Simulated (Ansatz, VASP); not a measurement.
# Two plane-wave programs on BaTiO3

```
CELL_PARAMETERS angstrom
4.00730 0.00000 0.00000
0.00000 4.00730 0.00000
0.00000 0.00000 4.00730
ATOMIC_POSITIONS crystal
Ba 0.50903 0.45529 0.50668
Ti 0.94374 0.06998 0.95431
O 0.52053 0.00683 0.05543
O 0.01265 0.49197 0.05272
O 0.01405 0.97593 0.43085
```

Alike in both runs: task single point; functional PBE; k mesh 3 × 3 × 3; occupations fermi-dirac, width 0.05 eV; no spin polarisation.

```csv
,VASP,Ansatz
version,VASP 6.6.1,Ansatz 0.2.0
potentials or method,"VASP PAW PBE potentials, release 64 (Ba_sv, Ti_sv, O)",Ansatz PAW
plane-wave cutoff (eV),520,420
valence electrons in the cell,40,40
```

```csv
,VASP,Ansatz,Ansatz less VASP
gap on the k mesh at the Fermi level (eV),3.03,3.06,+0.038
least direct gap on the mesh (eV),3.03,3.06,+0.038
pressure (GPa),14.0,12.0,-2.06
"traceless stress, the component that is largest in VASP (GPa)",-8.40,-8.32,+0.079
rms of the force components (eV/Å),1.871,1.820,-0.0507
```

Atom by atom the forces differ by 0.089 eV/Å (rms over components). The functional is the same, so the differences come from potentials, cutoffs and numerics.

The k mesh is coarse, so the values compare programs but aren't converged. Spin-orbit coupling is off throughout. Noted on Ansatz's run: odd divisions of the mesh miss points on the zone boundary, where band edges often lie, so the gap on the mesh can be too wide.
